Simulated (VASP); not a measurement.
# GaSb: single point with r2SCAN

The system is GaSb.

```
CELL_PARAMETERS angstrom
0.00000 3.06650 3.06650
3.06650 0.00000 3.06650
3.06650 3.06650 0.00000
ATOMIC_POSITIONS crystal
Ga 0.00000 0.00000 0.00000
Sb 0.75000 0.75000 0.75000
```

| Item | Value |
| --- | --- |
| Program | VASP 6.6.1 |
| Task | single point |
| Functional | r2SCAN |
| Potentials or basis | VASP PAW PBE potentials, release 64 (Ga_d, Sb) |
| Cutoff | 520 eV |
| k mesh | 14 × 14 × 14 |
| Occupations | fermi-dirac, width 0.1 eV |
| Spin | no spin polarisation |

- Pressure: 0.1 GPa
- Band gap on the k mesh: 0.39 eV

Levels at points of the mesh, in eV from the valence-band top:
| k point | band 7 | band 8 | band 9 | band 10 | band 11 | band 12 |
| --- | --- | --- | --- | --- | --- | --- |
| (0.00, 0.00, 0.00) | 0.00 | 0.00 | 0.00 | 0.39 | 2.98 | 2.98 |
| (0.50, 0.00, 0.00) | -6.54 | -1.20 | -1.20 | 0.67 | 4.01 | 4.01 |
| (0.50, 0.50, 0.00) | -7.01 | -2.67 | -2.67 | 1.13 | 1.49 | 9.21 |

Wall time 2.1 min on 1 thread of Intel(R) Xeon(R) Platinum 8124M CPU @ 3.00GHz (Skylake/Cascade Lake) (shared host), peak memory 0.26 GiB.

Caveat: semilocal functionals underestimate gaps, and a narrow one can read as zero; the PAW data sets were made with another functional, which shifts forces and pressure a little; spin-orbit coupling is left out, which moves the levels of the heavy elements. A k mesh can miss the band edges.
